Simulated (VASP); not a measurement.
Runs of VASP 6.6.1 on MgS. The structure is that of space group F-43m (No. 216), or close to it. The cells are those of the table. 

```csv
task,cell,cutoff (eV),gap on the mesh (eV),pressure (GPa)
relaxation of cell and atoms,"relaxed from a = 4.007 Å, angles 60.0°, 2 atoms",600,3.40,0.0
single point,"a = 3.540 Å, angles 60.0°, 2 atoms",520,3.32,40.2
relaxation of cell and atoms,"relaxed to 60 GPa from a = 4.007 Å, angles 60.0°, 2 atoms",600,(c),59.8
single point,"a = 3.954 Å, angles 60.0°, 2 atoms",520,3.38,-0.3
single point,"a = 3.686 Å, angles 60.0°, 2 atoms",520,3.55,(a)
single point,"a = 3.439 Å, angles 60.0°, 2 atoms",520,3.11,(b)
relaxation of cell and atoms,"relaxed to 20 GPa from a = 4.007 Å, angles 60.0°, 2 atoms",600,3.54,20.0
relaxation of cell and atoms,"relaxed to 40 GPa from a = 4.007 Å, angles 60.0°, 2 atoms",600,3.32,40.2
```

Alike in all rows: level LDA; potentials or basis VASP PAW LDA potentials, release 64 (Mg, S); no spin polarisation; k mesh 7 × 7 × 7; smearing gaussian 0.01 eV.

Q: Estimate the missing entries.

A: (a) 19.8; (b) 60.7; (c) 3.12.

Caveats: the cell is relaxed towards a set pressure, so the enthalpy falls and the energy may rise (some runs).

A k mesh can miss the band edges.
